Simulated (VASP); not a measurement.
Input of a VASP 6.6.1 run:

The input INCAR:

```
ALGO = Normal ; EDIFF = 1E-7
ENCUT = 520 ; GGA = RP
ISIF = 2 ; ISMEAR = 0
ISPIN = 2 ; LASPH = T
LCHARG = T ; LELF = T
LMAXMIX = 6 ; LORBIT = 11
LREAL = F ; LVHAR = T
LWAVE = F ; MAGMOM = 7 -7 0 0
NBANDS = 35 ; NELM = 150
PREC = Accurate ; SIGMA = 0.05
```

The input KPOINTS:

```
k-points
0
Gamma
  8 8 10
```

The input POSCAR:

```
GdN
1.0
    4.2935180624      0.0000000000      0.0000000000
    0.0000000000      4.2935180624      0.0000000000
    0.0000000000      0.0000000000      3.5672872151
Gd N
2 2
Direct
    0.5000000000      0.0000000000      0.2486793575
    0.0000000000      0.5000000000      0.7513208202
    0.0000000000      0.0000000000     -0.0000000888
    0.5000000000      0.5000000000     -0.0000000888
```

Potentials or basis: VASP PAW PBE potentials, release 64 (Gd, N).

Command:

```bash
$ cat potpaw_PBE.64/Gd/POTCAR potpaw_PBE.64/N/POTCAR > POTCAR
$ mpirun -np 1 vasp_std > vasp.out
```

Estimate the site moments.

Gd +6.73, -6.73; N +0.00 μB.

Estimate the largest force.

0.103 eV/Å.

Stress tensor (GPa, compression positive):
```
3.58 0.00 0.00
0.00 3.58 0.00
0.00 0.00 2.47
```

Caveat: the cell stands under pressure; the antiferromagnetic order is the one typed at the start, and another may lie lower; the PAW data sets were made with another functional, which shifts forces and pressure a little. The state reached can hang on the start; a lower one may exist.
